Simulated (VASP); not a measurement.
# AlN (F-43m) in VASP: elastic constants with PBE

Aim: the elastic constants of AlN with PBE.

Everything below comes from runs of VASP 6.6.1. Logs are shortened: lines on timing, memory, paths and dates and some standing lists are left out, and cuts for length are marked.

### Step 1. The cell of the first run

The structure is cubic, space group F-43m (No. 216). The conventional cell has a = 4.319 Å, b = 4.319 Å, c = 4.319 Å, α = 90.00°, β = 90.00°, γ = 90.00°. Within 2.5 Å of Al (site symmetry -43m) lie 4 N at 1.87 Å. Within 2.5 Å of N (site symmetry -43m) lie 4 Al at 1.87 Å.

### Step 2. Elastic constants, PBE

File INCAR:

```
SYSTEM = AlN
PREC = Accurate ; ENCUT = 600
EDIFF = 1E-8 ; ISMEAR = 0
SIGMA = 0.01 ; LREAL = .False.
LASPH = .True. ; NELM = 60
ALGO = Normal ; ISIF = 3
LWAVE = .False. ; LCHARG = .False.
GGA = PE ; IBRION = 6
NFREE = 2 ; POTIM = 0.015
NSW = 1
```

File KPOINTS:

```
Automatic mesh
0
Gamma
  10 10 10
  0 0 0
```

File POSCAR:

```
AlN
1.0
    0.0000000000      2.1596000000      2.1596000000
    2.1596000000      0.0000000000      2.1596000000
    2.1596000000      2.1596000000      0.0000000000
Al N
1 1
Direct
    0.0000000000      0.0000000000      0.0000000000
    0.2500000000      0.2500000000      0.2500000000
```

Potentials or basis: VASP PAW PBE potentials, release 64 (Al, N).

Run with:

```bash
> cat potpaw_PBE.64/Al/POTCAR potpaw_PBE.64/N/POTCAR > POTCAR
> mpirun -np 1 vasp_std > vasp.out
```

OUTCAR:

```text
SYSTEM = AlN
   PREC = Accurate
   ENCUT = 600
   EDIFF = 1E-8
   ISMEAR = 0
   LREAL = .False.
   LASPH = .True.
   NELM = 60
   ISIF = 3
   GGA = PE
   IBRION = 6
   NFREE = 2
   POTIM = 0.015
   NSW = 1

 ion  position               nearest neighbor table
   1  0.000  0.000  0.000-   2 1.87   2 1.87   2 1.87   2 1.87
   2  0.250  0.250  0.250-   1 1.87   1 1.87   1 1.87   1 1.87

  LATTYP: Found a face centered cubic cell.
 ALAT       =     4.3192000000

  Lattice vectors:

 A1 = (   0.0000000000,   2.1596000000,   2.1596000000)
 A2 = (   2.1596000000,   0.0000000000,   2.1596000000)
 A3 = (   2.1596000000,   2.1596000000,   0.0000000000)

Analysis of symmetry for initial positions (statically):
=====================================================================
 Subroutine PRICEL returns:
 Original cell was already a primitive cell.

 Routine SETGRP: Setting up the symmetry group for a
 face centered cubic supercell.

 Subroutine GETGRP returns: Found 24 space group operations
 (whereof 24 operations were pure point group operations)
 out of a pool of 48 trial point group operations.

The static configuration has the point symmetry T_d .

Analysis of symmetry for dynamics (positions and initial velocities):
=====================================================================
 Subroutine PRICEL returns:
 Original cell was already a primitive cell.

 Routine SETGRP: Setting up the symmetry group for a
 face centered cubic supercell.

 Subroutine GETGRP returns: Found 24 space group operations
 (whereof 24 operations were pure point group operations)
 out of a pool of 48 trial point group operations.

The dynamic configuration has the point symmetry T_d .

 Subroutine INISYM returns: Found 24 space group operations
 (whereof 24 operations are pure point group operations),
 and found     1 'primitive' translations

----------------------------------------------------------------------------------------

                                     Primitive cell

  volume of cell :      20.1442

  direct lattice vectors                    reciprocal lattice vectors
     0.000000000  2.159600000  2.159600000    -0.231524356  0.231524356  0.231524356
     2.159600000  0.000000000  2.159600000     0.231524356 -0.231524356  0.231524356
     2.159600000  2.159600000  0.000000000     0.231524356  0.231524356 -0.231524356

  length of vectors
     3.054135609  3.054135609  3.054135609     0.401011948  0.401011948  0.401011948

  position of ions in fractional coordinates (direct lattice)
     0.000000000  0.000000000  0.000000000
     0.250000000  0.250000000  0.250000000

  ion indices of the primitive-cell ions
   primitive index   ion index
                 1           1
                 2           2

----------------------------------------------------------------------------------------

 KPOINTS: Automatic mesh

Automatic generation of k-mesh.
 Grid dimensions read from file:
 generate k-points for:   10   10   10

 Generating k-lattice:

  Cartesian coordinates                     Fractional coordinates (reciprocal lattice)
    -0.023152436  0.023152436  0.023152436     0.100000000  0.000000000  0.000000000
     0.023152436 -0.023152436  0.023152436     0.000000000  0.100000000  0.000000000
     0.023152436  0.023152436 -0.023152436     0.000000000  0.000000000  0.100000000

  Length of vectors
     0.040101195  0.040101195  0.040101195

  Shift w.r.t. Gamma in fractional coordinates (k-lattice)
     0.000000000  0.000000000  0.000000000

 Subroutine IBZKPT returns following result:
 ===========================================

 Found     47 irreducible k-points:

 Following reciprocal coordinates:
            Coordinates               Weight
  0.000000  0.000000  0.000000      1.000000
  0.100000  0.000000  0.000000      8.000000
  0.200000  0.000000  0.000000      8.000000
  0.300000  0.000000  0.000000      8.000000
  0.400000  0.000000  0.000000      8.000000
  0.500000  0.000000  0.000000      4.000000
[... 46 lines left out ...]
   TEBEG  =    0.0;   TEEND  =   0.0 temperature during run
   PSTRESS=    0.0 pullay stress
   NELECT =       8.0000    total number of electrons
   NUPDOWN=      -1.0000    fix difference up-down
   EMIN   =  10.00;   EMAX   =-10.00  energy-range for DOS
   EFERMI =   0.00;   METHOD = LEGACY
   ISMEAR =     0;   SIGMA  =   0.01  broadening in eV -4-tet -1-fermi 0-gaus
   EFERMI_NEDOS =   21; number of points for ismear=-14 and -15
   IALGO  =     38    algorithm
   IMIX   =      4    mixing-type and parameters
     AMIX     =   0.40;   BMIX     =  1.00
     AMIX_MAG =   1.60;   BMIX_MAG =  1.00
  volume/ion in A,a.u.               =      10.07        67.97
  Fermi-wavevector in a.u.,A,eV,Ry     =   1.203340  2.273982 19.701589  1.448026
  Thomas-Fermi vector in A             =   2.339096
   LORBIT       =      0    0 simple, 1 ext, 2 COOP (PROOUT), +10 PAW based schemes
   GGA     = PE    functional components
   LHFCALC =     F    Hartree Fock is set to
   AEXX    =    0.0000 exact exchange contribution
   IVDW    =     0    specifies the selected vdW correction
   LEPSILON=     F    determine dielectric tensor
   LRPA    =     F    only Hartree local field effects (RPA)
 finite differences with symmetry
 non-spin polarized calculation
 Gauss-broadening in eV      SIGMA  =   0.01
  energy-cutoff  :      600.00
  volume of cell :       20.14
 maximum number of plane-waves:       692
   NGX = 13   NGY = 13   NGZ = 13

--------------------------------------- Ionic step        1  -------------------------------------------

 number of electron       7.9999999 magnetization

 Free energy of the ion-electron system (eV)
  ---------------------------------------------------
  ext. energy  EPLUGINS =         0.00000000
  ---------------------------------------------------
  free energy    TOTEN  =       -14.80577087 eV

  energy without entropy =      -14.80577087  energy(sigma->0) =      -14.80577087

------------------------ aborting loop because EDIFF is reached ----------------------------------------

  FORCE on cell =-STRESS in cart. coord.  units (eV):
  Direction    XX          YY          ZZ          XY          YZ          ZX
  --------------------------------------------------------------------------------------
  -------------------------------------------------------------------------------------
  Total        1.5208924      1.5208924      1.5208924      0.0000000      0.0000000     -0.0000000
  in kB      120.9648294    120.9648294    120.9648294      0.0000000      0.0000000     -0.0000000
  external PRESSURE =     120.9648294 kB  Pullay stress =       0.0000000 kB
[... 89 lines left out ...]
  FREE ENERGIE OF THE ION-ELECTRON SYSTEM (eV)
  ---------------------------------------------------
  free  energy   TOTEN  =       -14.7783698804 eV

  energy  without entropy=      -14.7783698804  energy(sigma->0) =      -14.77836988

[... ionic steps 4 to 14 ...]

--------------------------------------- Ionic step       15  -------------------------------------------

 number of electron       7.9999999 magnetization

------------------------ aborting loop because EDIFF is reached ----------------------------------------
[... 67 lines left out ...]
--------------------------------------- Ionic step       17  -------------------------------------------

 number of electron       7.9999999 magnetization

 Free energy of the ion-electron system (eV)
  ---------------------------------------------------
  ext. energy  EPLUGINS =         0.00000000
  ---------------------------------------------------
  free energy    TOTEN  =       -14.80395172 eV

  energy without entropy =      -14.80395172  energy(sigma->0) =      -14.80395172

 E-fermi :   6.4557     XC(G=0): -11.0817

 val. band max:        6.3320126103   @ k =   0.0000   0.0000   0.0000
 cond. band min:       9.6267533038   @ k =   0.5000   0.5000   0.0000
 fundamental gap:      3.2947406935
 Fermi energy:         6.4556829482

 k-point     1 :       0.0000    0.0000    0.0000
  band No.  band energies     occupation
      1      -8.8872      2.00000
      2       6.2517      2.00000
      3       6.2923      2.00000
      4       6.3320      2.00000
      5      10.7898      0.00000
      6      19.1856      0.00000
      7      19.1907      0.00000
      8      19.1950      0.00000
[... 243 lines left out ...]
 k-point    24 :       0.4000    0.3000    0.0000
  band No.  band energies     occupation
      1      -6.7872      2.00000
      2       2.0667      2.00000
      3       4.5665      2.00000
      4       4.8624      2.00000
      5      11.2792      0.00000
      6      16.0547      0.00000
      7      18.9540      0.00000
      8      21.2657      0.00000

 [... further k-points ...]
[... 5 lines left out ...]
  --------------------------------------------------------------------------------------
  -------------------------------------------------------------------------------------
  Total        1.5203387      1.5269103      1.5269103      0.0000000      0.1681408      0.0000000
  in kB      120.9207892    121.4434696    121.4434696      0.0000000     13.3731546      0.0000000
  external PRESSURE =     121.2692428 kB  Pullay stress =       0.0000000 kB
[... 17 lines left out ...]
  FREE ENERGIE OF THE ION-ELECTRON SYSTEM (eV)
  ---------------------------------------------------
  free  energy   TOTEN  =       -14.8039517153 eV

  energy  without entropy=      -14.8039517153  energy(sigma->0) =      -14.80395172

 INTERNAL STRAIN TENSORS FROM STRAINED CELLS
 ============================================

 INTERNAL STRAIN TENSOR FOR ION    1 for displacements in x,y,z  (eV/Angst):
          X           Y           Z          XY          YZ          ZX
  --------------------------------------------------------------------------------
  x    -0.00000    -0.00000    -0.00000     0.00000    11.21842     0.00000
  y    -0.00000     0.00000    -0.00000     0.00000     0.00000    11.21754
  z    -0.00000    -0.00000     0.00000    11.21811    -0.00000     0.00000

 INTERNAL STRAIN TENSORS FROM DISPLACED ATOMS
 ============================================

 INTERNAL STRAIN TENSOR FOR ION    1 for displacements in x,y,z  (eV/Angst):
          X           Y           Z          XY          YZ          ZX
  --------------------------------------------------------------------------------
  x     0.00000     0.00000     0.00000     0.00000    11.20938     0.00000
  y     0.00000     0.00000     0.00000     0.00000     0.00000    11.20938
  z     0.00000     0.00000     0.00000    11.20938     0.00000     0.00000

 INTERNAL STRAIN TENSOR FOR ION    2 for displacements in x,y,z  (eV/Angst):
          X           Y           Z          XY          YZ          ZX
  --------------------------------------------------------------------------------
  x     0.00000    -0.00000    -0.00000     0.00000   -11.20689     0.00000
  y     0.00000    -0.00000     0.00000     0.00000     0.00000   -11.20689
  z    -0.00000    -0.00000     0.00000   -11.20689     0.00000     0.00000

 Eigenvectors and eigenvalues of the dynamical matrix
 ----------------------------------------------------

   1 f  =   20.706986 THz   130.105828 2PiTHz  690.710695 cm-1    85.637173 meV
             X         Y         Z           dx          dy          dz
      0.000000  0.000000  0.000000     0.584530    0.000000    0.000000
      1.079800  1.079800  1.079800    -0.811372    0.000000    0.000000
[... 21 lines left out ...]
   6 f/i=    0.000810 THz     0.005088 2PiTHz    0.027012 cm-1     0.003349 meV
             X         Y         Z           dx          dy          dz
      0.000000  0.000000  0.000000    -0.022192    0.179237   -0.791016
      1.079800  1.079800  1.079800    -0.015987    0.129126   -0.569865

--------------------------------------------------------------------------------------------------------

 ELASTIC MODULI CONTR FROM IONIC RELAXATION (kBar)
 Direction    XX          YY          ZZ          XY          YZ          ZX
 --------------------------------------------------------------------------------
 XX          -0.0000      0.0000      0.0000     -0.0000      0.0000      0.0000
 YY           0.0000     -0.0000      0.0000     -0.0000     -0.0000     -0.0000
 ZZ           0.0000      0.0000     -0.0000      0.0000     -0.0000      0.0000
 XY          -0.0000     -0.0000      0.0000   -617.8170      0.0000      0.0000
 YZ           0.0000     -0.0000     -0.0000      0.0000   -617.8170      0.0000
 ZX           0.0000     -0.0000      0.0000      0.0000      0.0000   -617.8170
 --------------------------------------------------------------------------------

 TOTAL ELASTIC MODULI (kBar)
 Direction    XX          YY          ZZ          XY          YZ          ZX
 --------------------------------------------------------------------------------
 XX        3119.1954   1861.6660   1861.6660     -0.0000      0.0000      0.0000
 YY        1861.6660   3119.1954   1861.6660     -0.0000     -0.0000     -0.0000
 ZZ        1861.6660   1861.6660   3119.1954      0.0000     -0.0000      0.0000
 XY          -0.0000     -0.0000      0.0000   1900.2412      0.0000     -0.0000
 YZ           0.0000     -0.0000     -0.0000      0.0000   1900.2412      0.0000
 ZX           0.0000     -0.0000      0.0000     -0.0000      0.0000   1900.2412
 --------------------------------------------------------------------------------
```

It took 4.9 min on 1 thread of Intel Xeon Platinum 8259CL at 2.50GHz (Skylake/Cascade Lake), shared host; peak memory 0.25 GiB.

Results:

* Elastic constants C11, C12, C44: 312, 186, 190 GPa
* Voigt bulk modulus: 228 GPa
* Highest phonon frequency at Γ, LO-TO splitting left out: 691 cm⁻¹

Phonon frequencies in cm⁻¹ (negative: imaginary):
```csv
q point,frequencies
"(0.000, 0.000, 0.000)",0 0 0 691 691 691
```

Elastic tensor in Voigt notation (GPa, in the Cartesian axes of the cell as first typed):
```
312 186 186   0   0   0
186 312 186   0   0   0
186 186 312   0   0   0
  0   0   0 190   0   0
  0   0   0   0 190   0
  0   0   0   0   0 190
```

Clamped-ion elastic tensor (GPa):
```
312 186 186   0   0   0
186 312 186   0   0   0
186 186 312   0   0   0
  0   0   0 252   0   0
  0   0   0   0 252   0
  0   0   0   0   0 252
```

Caveat: the cell is under stress, which shifts elastic constants.
